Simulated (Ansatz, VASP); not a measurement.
**Two plane-wave programs on C**

The input POSCAR:

```
C
1.0
    1.7801417073     -1.7801417073      0.0000000000
    1.7801417073      0.0000000000     -1.7801417073
    8.8526176369      8.8526176369      8.8526176369
C
12
Direct
    0.6666666667      0.6666666667      0.2178704967
    0.0000000000      0.0000000000      0.0838128443
    0.3333333333      0.3333333333      0.3519281491
    0.6666666667      0.6666666667      0.6200434540
    1.0000000000      1.0000000000      0.4859858016
    0.3333333333      0.3333333333      0.7541011064
    0.6666666667      0.6666666667      0.3184137360
    1.0000000000      1.0000000000      0.1843560836
    0.3333333333      0.3333333333      0.4524713885
    0.6666666667      0.6666666667      0.7205866933
    0.0000000000      0.0000000000      0.5865290409
    0.3333333333      0.3333333333      0.0502984312
```

The input INCAR.step1:

```
SYSTEM = C
  ALGO = Normal
  EDIFF = 1E-4
  ENCUT = 520
  GGA = PE
  ISMEAR = 0
  LASPH = .True.
  LCHARG = .False.
  LREAL = .False.
  LWAVE = .True.
  NBANDS = 36
  NELM = 80
  PREC = Accurate
  SIGMA = 0.05
```

Contents of INCAR.step2:

```
SYSTEM = C
  ALGO = Normal
  EDIFF = 1E-6
  ENCUT = 520
  ISIF = 2
  ISMEAR = 0
  ISTART = 1
  LASPH = .True.
  LCHARG = .False.
  LMIXTAU = .True.
  LREAL = .False.
  LWAVE = .False.
  METAGGA = R2SCAN
  NBANDS = 36
  NELM = 80
  PREC = Accurate
  SIGMA = 0.05
```

KPOINTS

```
k-points
0
Gamma
  10 10 2
  0 0 0
```

Input for Ansatz:

```yaml
crystal:
  lattice:
    - [1.7801417073, -1.7801417073, 0.0]
    - [1.7801417073, 0.0, -1.7801417073]
    - [8.8526176369, 8.8526176369, 8.8526176369]
  atoms:
    - { symbol: C, position: [0.6666666667, 0.6666666667, 0.2178704967] }
    - { symbol: C, position: [0.0, 0.0, 0.0838128443] }
    - { symbol: C, position: [0.3333333333, 0.3333333333, 0.3519281491] }
    - { symbol: C, position: [0.6666666667, 0.6666666667, 0.620043454] }
    - { symbol: C, position: [1.0, 1.0, 0.4859858016] }
    - { symbol: C, position: [0.3333333333, 0.3333333333, 0.7541011064] }
    - { symbol: C, position: [0.6666666667, 0.6666666667, 0.318413736] }
    - { symbol: C, position: [1.0, 1.0, 0.1843560836] }
    - { symbol: C, position: [0.3333333333, 0.3333333333, 0.4524713885] }
    - { symbol: C, position: [0.6666666667, 0.6666666667, 0.7205866933] }
    - { symbol: C, position: [0.0, 0.0, 0.5865290409] }
    - { symbol: C, position: [0.3333333333, 0.3333333333, 0.0502984312] }
basis:
  ecutwfc: 500
kpoints:
  mp_grid: { grid: [10, 10, 2] }
hamiltonian:
  xc: r2scan
scf:
  occupations: { method: gaussian, width: 0.05 }
output:
  forces: true
  stress: true
  eigenvalues: true
```

Alike in both runs: task single point; functional r2SCAN; k mesh 10 × 10 × 2; occupations gaussian, width 0.05 eV; no spin polarisation.

```csv
,VASP,Ansatz
version,VASP 6.6.1,Ansatz 0.2.0
potentials or method,"VASP PAW PBE potentials, release 64 (C), cutoff 520 eV","scalar-relativistic, plane waves, PAW"
valence electrons in the cell,48,48
```

|  | VASP | Ansatz | Ansatz less VASP |
| --- | --- | --- | --- |
| gap on the k mesh at the Fermi level (eV) | none | none | - |
| pressure (GPa) | -1.8 | -2.6 | -0.87 |
| traceless stress, the component that is largest in VASP (GPa) | -1.30 | -1.28 | +0.021 |
| rms of the force components (eV/Å) | 1.478 | 1.482 | +0.0043 |

VASP's potentials were made for PBE, not for r2SCAN. Atom by atom the forces differ by 0.010 eV/Å (rms over components). A gap of «none» marks a metal or a gap that the smearing closes.
